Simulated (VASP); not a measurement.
Set up this calculation in VASP 6.6.1, as the native input.

```
Task                   : single point
Functional             : PBE
Potentials or basis    : VASP PAW PBE potentials, release 64 (K_sv, Ta_pv, O)
Cutoff                 : 520 eV
k mesh                 : 8 × 8 × 8
Occupations            : gaussian, width 0.02 eV
Spin                   : no spin polarisation
Dipole correction      : no
Further INCAR settings : ALGO = Normal; EDIFF = 1e-06; NBANDS = 27
```

The structure of KTaO3 lies in POSCAR:

```
KTaO3
1.0
    4.0243806743      0.0000000000      0.0000000000
    0.0000000000      4.0243806743      0.0000000000
    0.0000000000      0.0000000000      4.0243806743
K Ta O
1 1 3
Direct
    0.5000000000      0.5000000000      0.5000000000
    0.0000000000      0.0000000000      0.0000000000
    0.5000000000      0.0000000000      0.0000000000
    0.0000000000      0.5000000000      0.0000000000
    0.0000000000      0.0000000000      0.5000000000
```

The input as run:

INCAR

```
SYSTEM = KTaO3
ALGO = Normal ; EDIFF = 1E-6
ENCUT = 520 ; GGA = PE
ISIF = 2 ; ISMEAR = 0
LASPH = .TRUE. ; LCHARG = .FALSE.
LREAL = .FALSE. ; LWAVE = .FALSE.
NBANDS = 27 ; NELM = 100
PREC = Accurate ; SIGMA = 0.02
```

KPOINTS

```
k-points
0
G
  8 8 8
  0 0 0
```

Potentials or basis: VASP PAW PBE potentials, release 64 (K_sv, Ta_pv, O).

The run is started by

```bash
$ cat potpaw_PBE.64/K_sv/POTCAR potpaw_PBE.64/Ta_pv/POTCAR potpaw_PBE.64/O/POTCAR > POTCAR
$ mpirun -np 1 vasp_std > vasp.out
```

Results of the run:

```yaml
Pressure: 0.6 GPa
Band_gap_on_the_k_mesh: 2.12 eV, indirect (least direct gap 2.75 eV)
```

Caveat: spin-orbit coupling is left out, which moves the levels of the heavy elements.

It took 56 s on 1 thread of AMD EPYC 9R45 (Zen 5) (shared host), peak memory 0.17 GiB.
